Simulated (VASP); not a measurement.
Input of a VASP 6.6.1 run:

File POSCAR:

```
CdTe
1.0
    0.0000000000      3.2591820774      3.2591820774
    3.2591820774      0.0000000000      3.2591820774
    3.2591820774      3.2591820774      0.0000000000
Cd Te
1 1
Direct
    0.0000000000      0.0000000000      0.0000000000
    0.2500000000      0.2500000000      0.2500000000
```

The input INCAR.step1:

```
ALGO = Normal
EDIFF = 1E-5
ENCUT = 550
GGA = PE
GGA_COMPAT = False
ISMEAR = 0
LASPH = True
LCHARG = False
LREAL = False
LWAVE = True
NBANDS = 16
NELM = 120
PREC = Accurate
SIGMA = 0.02
```

File INCAR.step2:

```
ALGO = Normal
BPARAM = 11.95
CPARAM = 0.0093
EDIFF = 1E-6
ENCUT = 550
GGA_COMPAT = False
ISIF = 2
ISMEAR = 0
ISTART = 1
IVDW_NL = 2
LASPH = True
LCHARG = False
LMIXTAU = True
LREAL = False
LUSE_VDW = True
LWAVE = False
METAGGA = R2SCAN
NBANDS = 16
NELM = 120
PREC = Accurate
SIGMA = 0.02
```

Contents of KPOINTS:

```
k-points
0
Gamma
  8 8 8
```

Potentials or basis: VASP PAW PBE potentials, release 64 (Cd, Te).

Launch:

```sh
$ cat potpaw_PBE.64/Cd/POTCAR potpaw_PBE.64/Te/POTCAR > POTCAR
$ cp INCAR.step1 INCAR
$ mpirun -np 1 vasp_std > vasp.out
$ cp INCAR.step2 INCAR
$ mpirun -np 1 vasp_std > vasp.out
```

Problem. Predict the band gap on the k mesh.

Solution. 1.17 eV, direct.

Problem. Estimate the pressure.

Solution. 0.2 GPa.

Caveat: the PAW data sets were made with another functional, which shifts forces and pressure a little; spin-orbit coupling is left out, which moves the levels of the heavy elements. r2SCAN opens gaps a little over a GGA but as a rule still falls short of measured ones.
